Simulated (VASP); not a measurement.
Wanted: the native input for a VASP 6.6.1 run.

- Task: relaxation of cell and atoms
- Functional: PBE
- Potentials or basis: VASP PAW PBE potentials, release 64 (Sn_d, Te)
- Cutoff: 600 eV
- k mesh: 4 × 4 × 4
- Occupations: gaussian, width 0.1 eV
- Spin: no spin polarisation
- Dipole correction: no
- Further INCAR settings: ALGO = Normal; EDIFF = 1e-06; IBRION = 2; EDIFFG = -0.04; NSW = 90; ISIF = 3

The structure of SnTe3 lies in POSCAR:

```
SnTe3
1.0
    0.0000000000      5.1459789500      5.1459789500
    5.1459789500      0.0000000000      5.1459789500
    5.1459789500      5.1459789500      0.0000000000
Sn Te
2 6
Direct
    0.0000000000      0.0000000000      0.0000000000
    0.2500000000      0.2500000000      0.2500000000
    0.1250000000      0.1250000000      0.1250000000
    0.1250000000      0.1250000000      0.6250000000
    0.1250000000      0.6250000000      0.1250000000
    0.6250000000      0.1250000000      0.1250000000
    0.7500000000      0.7500000000      0.7500000000
    0.5000000000      0.5000000000      0.5000000000
```

The cell was generated, and may not be a known phase.

These files were run (other wordings do the same):

INCAR

```
SYSTEM = SnTe3
ALGO = Normal ; EDIFF = 1E-6
EDIFFG = -0.04 ; ENCUT = 600
GGA = PE ; IBRION = 2
ISIF = 3 ; ISMEAR = 0
LASPH = .TRUE. ; LCHARG = .FALSE.
LREAL = .FALSE. ; LWAVE = .FALSE.
NELM = 60 ; NSW = 90
PREC = Accurate ; SIGMA = 0.1
```

KPOINTS

```
k-points
0
G
  4 4 4
  0 0 0
```

Potentials or basis: VASP PAW PBE potentials, release 64 (Sn_d, Te).

Launch:

```console
$ cat potpaw_PBE.64/Sn_d/POTCAR potpaw_PBE.64/Te/POTCAR > POTCAR
$ mpirun -np 1 vasp_std > vasp.out
```

Results of the run:

- Relaxed volume: 67.35 Å³/atom
- Relaxed cell: a = 9.134 Å, b = 9.134 Å, c = 9.134 Å, α = 60.00°, β = 60.00°, γ = 60.00°
- Space group after relaxing (to 0.1 Å): Fd-3m (No. 227)
- Energy gained by relaxing: 2117.7 meV/atom
- Ionic steps: 5
- Pressure after relaxing: 0.0 GPa
- Band gap on the k mesh: zero (bands 32 and 33 overlap by 0.10 eV)

Caveat: the volume moved by over 15 % at a fixed basis, so the end points are rough; semilocal functionals underestimate gaps, and a narrow one can read as zero; spin-orbit coupling is left out, which moves the levels of the heavy elements.

Run time: 19 min on 1 thread of Intel(R) Xeon(R) Platinum 8375C CPU @ 2.90GHz (Ice Lake), with other jobs on the host, peak memory 0.57 GiB.
